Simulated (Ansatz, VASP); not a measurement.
## One calculation of TaN, two programs

```xyz
2
Lattice="2.9362 0.0000 0.0367 -1.4681 2.5428 -0.0184 0.0361 0.0000 2.8846" Properties=species:S:1:pos:R:3 pbc="T T T"
Ta    0.0180    1.6952    1.4423
N     0.0000    0.0000    0.0000
```

Change from the starting cell: strain +0.0250 x Voigt [0, 0, 0, 0, 1, 0], atoms carried along.

Alike in both runs: task single point; functional r2SCAN; k mesh 24 × 24 × 20; occupations gaussian, width 0.15 eV; no spin polarisation.

|  | VASP | Ansatz |
| --- | --- | --- |
| version | VASP 6.6.1 | Ansatz 0.2.0 |
| potentials or method | VASP PAW PBE potentials, release 64 (Ta_pv, N), cutoff 520 eV | scalar-relativistic, plane waves, PAW |
| valence electrons in the cell | 16 | 18 |

```tsv
	VASP	Ansatz	Ansatz less VASP
gap on the k mesh at the Fermi level (eV)	none	none	-
pressure (GPa)	1.9	0.2	-1.63
traceless stress, the component that is largest in VASP (GPa)	-6.31	-6.27	+0.038
rms of the force components (eV/Å)	0.009	0.009	-0.0002
```

VASP's potentials were made for PBE, not for r2SCAN. Atom by atom the forces differ by 0.000 eV/Å (rms over components). A gap of «none» marks a metal or a gap that the smearing closes. VASP's potentials hold 16 valence electrons a cell and Ansatz's 18, so a difference there can come from the potentials and not from the codes.

Neither program's run includes spin-orbit coupling.
